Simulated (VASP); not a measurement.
# N: single point with PBEsol

N:

```
CELL_PARAMETERS angstrom
4.08406 0.00000 0.00000
0.00000 4.08406 0.00000
0.00000 0.00000 5.34591
ATOMIC_POSITIONS crystal
N 0.90428 0.90428 0.00000
N 0.59572 0.41428 0.50000
N 0.09573 0.09573 0.00000
N 0.40427 0.59572 0.50000
```

```yaml
Program: VASP 6.6.1
Task: single point
Functional: PBEsol
Potentials_or_basis: VASP PAW PBE potentials, release 64 (N)
Cutoff: 520 eV
k_mesh: 4 × 4 × 3
Occupations: methfessel-paxton, width 0.01 eV
Spin: no spin polarisation
Dipole_correction: no
Further_INCAR_settings: ALGO = Normal; EDIFF = 1e-06; NBANDS = 18
```

```json
{
  "Pressure": "4.5 GPa",
  "Largest force": "5.938 eV/Å",
  "Band gap on the k mesh": "6.97 eV (least direct gap 7.16 eV)"
}
```

Forces in eV/Å, atoms in the order of the input:
```
N   -0.612 -0.610  0.000
N    4.305 -4.090  0.000
N    0.612  0.612  0.000
N   -4.305  4.088  0.000
```

Stress tensor (GPa, compression positive):
```
 6.96 -4.86  0.00
-4.86  6.34  0.00
 0.00  0.00  0.12
```

Levels at points of the mesh, in eV from the valence-band top:
| k point | band 6 | band 7 | band 8 | band 9 | band 10 | band 11 | band 12 | band 13 | band 14 | band 15 |
| --- | --- | --- | --- | --- | --- | --- | --- | --- | --- | --- |
| (0.00, 0.00, 0.00) | -1.75 | -1.52 | -1.50 | -1.01 | -0.19 | 6.97 | 7.93 | 8.09 | 8.45 | 11.14 |
| (0.50, 0.00, 0.00) | -1.93 | -1.71 | -1.71 | -0.23 | -0.22 | 7.88 | 7.88 | 8.21 | 8.23 | 12.08 |
| (0.00, 0.50, 0.00) | -1.94 | -1.71 | -1.71 | -0.26 | -0.23 | 7.87 | 7.88 | 8.21 | 8.25 | 12.05 |
| (0.50, 0.50, 0.00) | -1.90 | -1.85 | -1.66 | -0.04 | -0.02 | 7.64 | 7.98 | 8.63 | 9.01 | 12.36 |

Run time: 29 s on 1 thread of Intel Xeon 8259CL (shared host), peak memory 0.18 GiB.

Caveat: the standard files for N, O and F lose accuracy on very short bonds; the cell stands under pressure; this functional lacks dispersion, which holds the molecules together, so the pressure and a relaxed volume are unreliable; the PAW data sets were made with another functional, which shifts forces and pressure a little; an odd mesh through Γ misses points on the zone boundary, where band edges can lie.
